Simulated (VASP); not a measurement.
# Se (R-3m) in VASP: relaxation of shape and atoms at fixed volume with PBE

Aim: the relaxation of shape and atoms at fixed volume of Se with PBE.

Program: VASP 6.6.1. These are calculated values, not measurements. Logs are shortened: lines on timing, memory, paths and dates and some standing lists are left out, and cuts for length are marked.

### 1 The cell of the first run

The typed cell holds 1 atom: a = 2.921 Å, b = 2.921 Å, c = 2.921 Å, α = 90.10°, β = 90.10°, γ = 90.10°.

This isn't the form of Se at room conditions, which is trigonal, of chains.

### 2 Relaxation of shape and atoms at fixed volume, PBE (24.92 Å³/atom)

Input file INCAR:

```
ALGO     = Normal         # electronic algorithm
EDIFF    = 1E-7           # SCF threshold, eV
EDIFFG   = -0.01          # ionic threshold
ENCUT    = 600            # plane-wave cutoff, eV
GGA      = PE             # functional
IBRION   = 2              # ionic algorithm
ISIF     = 4              # what is computed and relaxed
ISMEAR   = 0              # smearing method
LASPH    = T              # aspherical terms in the spheres
LCHARG   = F              # write CHGCAR
LREAL    = F              # projectors in reciprocal space
LWAVE    = F              # write WAVECAR
NELM     = 60             # most SCF steps
NSW      = 50             # ionic steps
PREC     = Accurate       # precision mode
SIGMA    = 0.1            # smearing width, eV
```

Input file KPOINTS:

```
k-points
0
Gamma
  15 15 15
```

Input file POSCAR:

```
Se
1.0
    2.0671200164      1.1934522979      1.6834842150
   -2.0671200164      1.1934522979      1.6834842150
    0.0000000000     -2.3869045958      1.6834842150
Se
1
Direct
    0.0000000000      0.0000000000      0.0000000000
```

Potentials or basis: VASP PAW PBE potentials, release 64 (Se).

On the command line:

```
$ cat potpaw_PBE.64/Se/POTCAR > POTCAR
$ mpirun -np 1 vasp_std > vasp.out
```

OUTCAR:

```text
EDIFF = 1E-7
   EDIFFG = -0.01
   ENCUT = 600
   GGA = PE
   IBRION = 2
   ISIF = 4
   ISMEAR = 0
   LASPH = T
   LREAL = F
   NELM = 60
   NSW = 50
   PREC = Accurate

 ion  position               nearest neighbor table
   1  0.000  0.000  0.000-

  LATTYP: Found a trigonal (rhomboedric) cell.
 ALAT       =     2.9208616283
 COS(alpha) =    -0.0017040131

  Lattice vectors:

 A1 = (   2.0671200164,   1.1934522979,   1.6834842150)
 A2 = (  -2.0671200164,   1.1934522979,   1.6834842150)
 A3 = (   0.0000000000,  -2.3869045958,   1.6834842150)

Analysis of symmetry for initial positions (statically):
=====================================================================
 Subroutine PRICEL returns:
 Original cell was already a primitive cell.

 Routine SETGRP: Setting up the symmetry group for a
 trigonal (rhombohedral) supercell.

 Subroutine GETGRP returns: Found 12 space group operations
 (whereof 12 operations were pure point group operations)
 out of a pool of 12 trial point group operations.

The static configuration has the point symmetry D_3d.

Analysis of symmetry for dynamics (positions and initial velocities):
=====================================================================
 Subroutine PRICEL returns:
 Original cell was already a primitive cell.

 Routine SETGRP: Setting up the symmetry group for a
 trigonal (rhombohedral) supercell.

 Subroutine GETGRP returns: Found 12 space group operations
 (whereof 12 operations were pure point group operations)
 out of a pool of 12 trial point group operations.

The dynamic configuration has the point symmetry D_3d.

 Subroutine INISYM returns: Found 12 space group operations
 (whereof 12 operations are pure point group operations),
 and found     1 'primitive' translations

----------------------------------------------------------------------------------------

                                     Primitive cell

  volume of cell :      24.9190

  direct lattice vectors                    reciprocal lattice vectors
     2.067120016  1.193452298  1.683484215     0.241882424  0.139650883  0.198002055
    -2.067120016  1.193452298  1.683484215    -0.241882424  0.139650883  0.198002055
     0.000000000 -2.386904596  1.683484215     0.000000000 -0.279301765  0.198002055

  length of vectors
     2.920861628  2.920861628  2.920861628     0.342365725  0.342365725  0.342365725

  position of ions in fractional coordinates (direct lattice)
     0.000000000  0.000000000  0.000000000
[... 73 lines left out ...]
   LASPH  =      T    aspherical Exc in radial PAW
   ENCUT  =  600.0 eV  44.10 Ry    6.64 a.u.   5.83  5.83  5.83*2*pi/ulx,y,z
   NELM   =     60;   NELMIN=  2; NELMDL= -5     # of ELM steps
   EDIFF  = 0.1E-06   stopping-criterion for ELM
   LREAL  =      F    real-space projection
   EDIFFG = -.1E-01   stopping-criterion for IOM
   NSW    =     50    number of steps for IOM
   IBRION =      2    ionic relax: 0-MD 1-quasi-New 2-CG
   NFREE  =      1    steps in history (QN), initial steepest desc. (CG)
   ISIF   =      4    stress and relaxation
   ISYM   =      2    0-nonsym 1-usesym 2-fastsym
   POTIM  = 0.5000    time-step for ionic-motion
   TEBEG  =    0.0;   TEEND  =   0.0 temperature during run
   PSTRESS=    0.0 pullay stress
   NELECT =       6.0000    total number of electrons
   NUPDOWN=      -1.0000    fix difference up-down
   EMIN   =  10.00;   EMAX   =-10.00  energy-range for DOS
   EFERMI =   0.00;   METHOD = LEGACY
   ISMEAR =     0;   SIGMA  =   0.10  broadening in eV -4-tet -1-fermi 0-gaus
   EFERMI_NEDOS =   21; number of points for ismear=-14 and -15
   IALGO  =     38    algorithm
   IMIX   =      4    mixing-type and parameters
     AMIX     =   0.40;   BMIX     =  1.00
     AMIX_MAG =   1.60;   BMIX_MAG =  1.00
  volume/ion in A,a.u.               =      24.92       168.16
  Fermi-wavevector in a.u.,A,eV,Ry     =   1.018470  1.924629 14.113066  1.037281
  Thomas-Fermi vector in A             =   2.151929
   LORBIT       =      0    0 simple, 1 ext, 2 COOP (PROOUT), +10 PAW based schemes
   GGA     = PE    functional components
   LHFCALC =     F    Hartree Fock is set to
   AEXX    =    0.0000 exact exchange contribution
   IVDW    =     0    specifies the selected vdW correction
   LEPSILON=     F    determine dielectric tensor
   LRPA    =     F    only Hartree local field effects (RPA)
 conjugate gradient relaxation of ions
 non-spin polarized calculation
 Gauss-broadening in eV      SIGMA  =   0.10
  energy-cutoff  :      600.00
  volume of cell :       24.92
 maximum number of plane-waves:       858
   NGX = 11   NGY = 11   NGZ = 11

 number of electron       6.0000001 magnetization

 Free energy of the ion-electron system (eV)
  ---------------------------------------------------
  ext. energy  EPLUGINS =         0.00000000
  ---------------------------------------------------
  free energy    TOTEN  =        -3.29314254 eV

  energy without entropy =       -3.29052268  energy(sigma->0) =       -3.29183261

 E-fermi :   3.5384     XC(G=0):  -9.4842

 val. band max:        3.5310411733   @ k =  -0.2000   0.1333   0.1333
 cond. band min:       3.6089070901   @ k =   0.2667   0.1333  -0.0000
 fundamental gap:      0.0778659167
 Fermi energy:         3.5384102619

 k-point     1 :       0.0000    0.0000    0.0000
  band No.  band energies     occupation
      1     -11.6594      2.00000
      2       4.8023      0.00000
      3       4.8142      0.00000
      4       4.8142      0.00000
      5      10.9342      0.00000
      6      11.5017      0.00000
      7      11.5017      0.00000
[... 221 lines left out ...]
 k-point    24 :       0.2000    0.1333   -0.0000
  band No.  band energies     occupation
      1     -10.9678      2.00000
      2       1.6592      2.00000
      3       3.3292      1.99691
      4       5.3327      0.00000
      5      12.0970      0.00000
      6      13.9753      0.00000
      7      15.7331      0.00000

 [... further k-points ...]
[... 5 lines left out ...]
  --------------------------------------------------------------------------------------
  -------------------------------------------------------------------------------------
  Total       -0.8423297     -0.8423297     -0.8328414      0.0000000      0.0000000      0.0000000
  in kB      -54.1578756    -54.1578756    -53.5478217      0.0000000      0.0000000      0.0000000
  external PRESSURE =     -53.9545243 kB  Pullay stress =       0.0000000 kB

 VOLUME and BASIS-vectors are now :
 -----------------------------------------------------------------------------
  energy-cutoff  :      600.00
  volume of cell :       24.92
      direct lattice vectors                 reciprocal lattice vectors
     2.067120016  1.193452298  1.683484215     0.241882424  0.139650883  0.198002055
    -2.067120016  1.193452298  1.683484215    -0.241882424  0.139650883  0.198002055
     0.000000000 -2.386904596  1.683484215     0.000000000 -0.279301765  0.198002055

 POSITION                                       TOTAL-FORCE (eV/Angst)
 -----------------------------------------------------------------------------------
      0.00000      0.00000      0.00000        -0.000000      0.000000     -0.000000
 -----------------------------------------------------------------------------------
    total drift:                                0.000000      0.000000     -0.000000

  FREE ENERGIE OF THE ION-ELECTRON SYSTEM (eV)
  ---------------------------------------------------
  free  energy   TOTEN  =        -3.2931425399 eV

  energy  without entropy=       -3.2905226772  energy(sigma->0) =       -3.29183261

 reached required accuracy - stopping structural energy minimisation
```

It took 77 s on 1 thread of Oxide Virtual Turin-like, shared host; peak memory 0.17 GiB.

Results:

- Free energy: -3.2931 eV
- Pressure after relaxing: -5.4 GPa
- Band gap on the k mesh: zero (bands 3 and 4 overlap by 5.32 eV)

Final structure:
```yaml
crystal:
  lattice:
    - [2.06712, 1.19345, 1.68348]
    - [-2.06712, 1.19345, 1.68348]
    - [0.00000, -2.38690, 1.68348]
  atoms:
    - { symbol: Se, position: [0.00000, 0.00000, 0.00000] }
```

Levels at points of the mesh, in eV from the Fermi level:
```tsv
k point	band 1	band 2	band 3	band 4	band 5	band 6	band 7
(0.00, 0.00, 0.00)	-15.20	1.26	1.28	1.28	7.40	7.96	7.96
```

The gap in the log of VASP goes by the Fermi energy; the results here count the filled bands.